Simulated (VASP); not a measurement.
Wanted: the native input for a VASP 6.6.1 run.

```
Task                    : density of states
Functional              : PBE
Potentials or basis     : VASP PAW PBE potentials, release 64 (Tl_d)
Cutoff                  : 520 eV
k mesh                  : 10 × 10 × 10
Occupations             : fermi-dirac, width 0.05 eV
Spin                    : no spin polarisation
Dipole correction       : no
k mesh for the DOS      : 15 × 15 × 15
Occupations for the DOS : tetrahedron
Further INCAR settings  : ALGO = Normal; EDIFF = 1e-06; NBANDS = 20
```

Tl:

```
Tl
1.0
     0.00000    3.56015    3.56015
     3.56015    0.00000    3.56015
     3.56015    3.56015    0.00000
Tl
2
Direct
  0.87500 0.87500 0.87500
  0.12500 0.12500 0.12500
```

The input as run:

POSCAR

```
Tl
1.0
    0.0000000000      3.5601462723      3.5601462723
    3.5601462723      0.0000000000      3.5601462723
    3.5601462723      3.5601462723      0.0000000000
Tl
2
Direct
   -0.1250000000     -0.1250000000     -0.1250000000
    0.1250000000      0.1250000000      0.1250000000
```

INCAR.step1

```
PREC = Accurate
ENCUT = 520
EDIFF = 1E-6
ISMEAR = -1
SIGMA = 0.05
LREAL = False
LASPH = True
NELM = 80
ALGO = Normal
ISIF = 2
LWAVE = False
LCHARG = True
GGA = PE
NBANDS = 20
```

KPOINTS.step1

```
regular mesh
0
Gamma
  10 10 10
```

INCAR.step2

```
PREC = Accurate
ENCUT = 520
EDIFF = 1E-6
ISMEAR = -5
SIGMA = 0.05
LREAL = False
LASPH = True
NELM = 80
ALGO = Normal
ISIF = 2
LWAVE = False
LCHARG = False
GGA = PE
LORBIT = 11
NBANDS = 20
NEDOS = 2001
ICHARG = 11
```

KPOINTS.step2

```
regular mesh
0
Gamma
  15 15 15
```

Potentials or basis: VASP PAW PBE potentials, release 64 (Tl_d).

Command:

```console
$ cat potpaw_PBE.64/Tl_d/POTCAR > POTCAR
$ cp INCAR.step1 INCAR
$ cp KPOINTS.step1 KPOINTS
$ mpirun -np 1 vasp_std > vasp.out
$ cp INCAR.step2 INCAR
$ cp KPOINTS.step2 KPOINTS
$ mpirun -np 1 vasp_std > vasp.out
```

Results of the run:

| Property | Result |
| --- | --- |
| Valence electrons inside the program's atomic spheres | Tl 11.21 |

Caveat: spin-orbit coupling is left out, which moves the levels of the heavy elements.

Run time: 3.8 min on 1 thread of Oxide Virtual Turin-like Processor, on a shared host, peak memory 0.3 GiB.
